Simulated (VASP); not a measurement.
A run of VASP 6.6.1:

File POSCAR:

```
KCl
1.0
    0.0000000000      3.2480384149      3.2480384149
    3.2480384149      0.0000000000      3.2480384149
    3.2480384149      3.2480384149      0.0000000000
K Cl
1 1
Direct
    0.0000000000      0.0000000000      0.0000000000
    0.5000000000      0.5000000000      0.5000000000
```

Contents of INCAR.step1:

```
SYSTEM = KCl
PREC = Accurate
ENCUT = 520
ISMEAR = 0
SIGMA = 0.02
LREAL = .False.
LASPH = .True.
NELM = 60
NBANDS = 15
GGA = PE
ALGO = Normal
EDIFF = 1E-4
LWAVE = .True.
LCHARG = .False.
```

Contents of INCAR.step2:

```
SYSTEM = KCl
PREC = Accurate
ENCUT = 520
EDIFF = 1E-7
ISMEAR = 0
SIGMA = 0.02
LREAL = .False.
LASPH = .True.
NELM = 60
ALGO = Normal
ISIF = 2
LWAVE = .False.
LCHARG = .False.
METAGGA = R2SCAN
LMIXTAU = .True.
NBANDS = 15
ISTART = 1
```

KPOINTS

```
Automatic mesh
0
Gamma
  6 6 6
  0 0 0
```

Potentials or basis: VASP PAW PBE potentials, release 64 (K_sv, Cl).

The run is started by

```bash
$ cat potpaw_PBE.64/K_sv/POTCAR potpaw_PBE.64/Cl/POTCAR > POTCAR
$ cp INCAR.step1 INCAR
$ mpirun -np 1 vasp_std > vasp.out
$ cp INCAR.step2 INCAR
$ mpirun -np 1 vasp_std > vasp.out
```

Hardware: 1 thread of AMD EPYC 9R45 96-Core Processor (Zen 5), on a shared host.

Question: How long does it take, and how much memory?

Answer: Wall time 59 s on 1 thread of AMD EPYC 9R45 96-Core Processor (Zen 5), on a shared host, peak memory 0.19 GiB. Counts: k points 16.
